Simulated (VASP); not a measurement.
Write the native input for VASP 6.6.1 that does the following.

```yaml
Task: relaxation of cell and atoms
Functional: r2SCAN
Potentials_or_basis: VASP PAW PBE potentials, release 64 (K_sv, Br)
Cutoff: 600 eV
k_mesh: 6 × 6 × 6
Occupations: gaussian, width 0.01 eV
Spin: no spin polarisation
Target_pressure: 2 GPa
Dipole_correction: no
Further_INCAR_settings: ALGO = Normal; EDIFF = 1e-06; IBRION = 2; EDIFFG = -0.002; NSW = 100; ISIF = 3
```

Crystal: KBr.

```
CELL_PARAMETERS angstrom
3.30222 3.30222 0.00000
-3.30222 3.30222 0.00000
0.00000 3.30222 3.30222
ATOMIC_POSITIONS crystal
K 0.00000 0.00000 0.00000
Br 0.50000 0.50000 0.00000
```

The input as run:

POSCAR

```
KBr
1.0
    3.3022249307      3.3022249307      0.0000000000
   -3.3022249307      3.3022249307      0.0000000000
    0.0000000000      3.3022249307      3.3022249307
K Br
1 1
Direct
    0.0000000000      0.0000000000      0.0000000000
    0.5000000000      0.5000000000      0.0000000000
```

INCAR.step1

```
  ALGO = Normal
  EDIFF = 1E-4
  ENCUT = 600
  GGA = PE
  ISMEAR = 0
  LASPH = True
  LCHARG = False
  LREAL = False
  LWAVE = True
  NELM = 100
  PREC = Accurate
  SIGMA = 0.01
```

INCAR.step2

```
  ALGO = Normal
  EDIFF = 1E-6
  EDIFFG = -0.002
  ENCUT = 600
  IBRION = 2
  ISIF = 3
  ISMEAR = 0
  ISTART = 1
  LASPH = True
  LCHARG = False
  LMIXTAU = True
  LREAL = False
  LWAVE = False
  METAGGA = R2SCAN
  NELM = 100
  NSW = 100
  PREC = Accurate
  PSTRESS = 20.0
  SIGMA = 0.01
```

KPOINTS

```
k-points
0
Gamma
  6 6 6
```

Potentials or basis: VASP PAW PBE potentials, release 64 (K_sv, Br).

Run with:

```console
$ cat potpaw_PBE.64/K_sv/POTCAR potpaw_PBE.64/Br/POTCAR > POTCAR
$ cp INCAR.step1 INCAR
$ mpirun -np 1 vasp_std > vasp.out
$ cp INCAR.step2 INCAR
$ mpirun -np 1 vasp_std > vasp.out
```

Results of the run:

```yaml
Relaxed_volume: 32.74 Å³/atom
Relaxed_cell: a = 4.524 Å, b = 4.524 Å, c = 4.524 Å, α = 60.00°, β = 60.00°, γ = 90.00°
Space_group_after_relaxing_to_0.1_Å: Fm-3m (No. 225)
Energy_change_on_relaxing_the_run_minimises_the_enthalpy: +19.0 meV/atom
Ionic_steps: 5
Pressure_after_relaxing: 2.0 GPa
Band_gap_on_the_k_mesh: 5.36 eV
```

Caveat: the cell is relaxed towards a set pressure, so the run minimises the enthalpy, not the energy; the PAW data sets were made with another functional, which shifts forces and pressure a little.

It took 2.9 min on 1 thread of AMD EPYC 9R45 96-Core Processor (Zen 5), with other jobs on the host, peak memory 0.24 GiB.
